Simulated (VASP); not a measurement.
CaMg: single point with LDA

CaMg:

```
Ca Mg
1.0
     3.41600    0.00000    0.00000
     0.00000    3.41600    0.00000
     0.00000    0.00000    5.18447
Ca Mg
1 1
Cartesian
  0.0000 0.0000 0.0000
  1.7080 1.7080 2.5922
```

* Program: VASP 6.6.1
* Task: single point
* Functional: LDA
* Potentials or basis: VASP PAW LDA potentials, release 64 (Ca_sv, Mg)
* Cutoff: 520 eV
* k mesh: 14 × 14 × 14
* Occupations: gaussian, width 0.15 eV
* Spin: no spin polarisation
* Dipole correction: no
* Further INCAR settings: ALGO = Fast; EDIFF = 1e-06; NBANDS = 13

| Item | Value |
| --- | --- |
| Pressure | -1.4 GPa |
| Band gap on the k mesh | zero (bands 6 and 7 overlap by 1.37 eV) |

Stress tensor (GPa, compression positive):
```
-0.39  0.00  0.00
 0.00 -0.39  0.00
 0.00  0.00 -3.40
```

Levels at points of the mesh, in eV from the Fermi level:
```tsv
k point	band 3	band 4	band 5	band 6	band 7	band 8	band 9	band 10
(0.00, 0.00, 0.00)	-22.24	-22.24	-5.26	-0.33	0.28	1.14	3.83	3.83
(0.50, 0.00, 0.00)	-22.34	-22.21	-2.14	-1.97	0.26	1.43	3.28	3.93
(0.50, 0.50, 0.00)	-22.49	-22.30	-0.91	0.92	0.92	1.30	1.65	1.65
(0.00, 0.00, 0.50)	-22.24	-22.24	-4.17	-3.24	1.24	2.14	3.54	3.54
(0.50, 0.00, 0.50)	-22.34	-22.21	-2.09	-0.82	-0.15	-0.04	2.79	3.32
(0.50, 0.50, 0.50)	-22.49	-22.31	-0.42	0.12	0.12	2.05	3.00	3.38
```

It took 91 s on 1 thread of Intel(R) Xeon(R) 6975P-C (Granite Rapids), with other jobs on the host, peak memory 0.36 GiB.
